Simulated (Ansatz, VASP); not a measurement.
**One calculation of ZrC, two programs**

```xyz
2
Lattice="0.0000 2.2797 2.3502 2.2797 0.0000 2.3502 2.2797 2.2797 0.0000" Properties=species:S:1:pos:R:3 pbc="T T T"
Zr    2.2797    2.2797    2.3502
C     0.0000    0.0000    0.0000
```

Change from the starting cell: equal xx and yy strain of -3 %, crystal datasets.

Alike in both runs: task electric field gradients; functional PBE; k mesh 15 × 15 × 15; occupations fermi-dirac, width 0.05 eV; no spin polarisation.

```csv
,VASP,Ansatz
version,VASP 6.6.1,Ansatz 0.2.0
potentials or method,"VASP PAW PBE potentials, release 64 (Zr_sv, C), cutoff 520 eV","all-electron PAW with datasets made for the crystal, scalar-relativistic"
```

Ansatz gave:

| Property | Result |
| --- | --- |
| pressure (GPa) | 17.3 |
| traceless stress, the component that is largest in VASP (GPa) | -9.27 |
| size of Vzz on the site where it differs most (V/Å²) | 47.3 |

Which values does VASP return?

Pressure (GPa): 17.5; traceless stress, the component that is largest in VASP (GPa): -9.31; size of Vzz on the site where it differs most (V/Å²): 46.6.

Ansatz ran all-electron here, and VASP with PAW potentials.
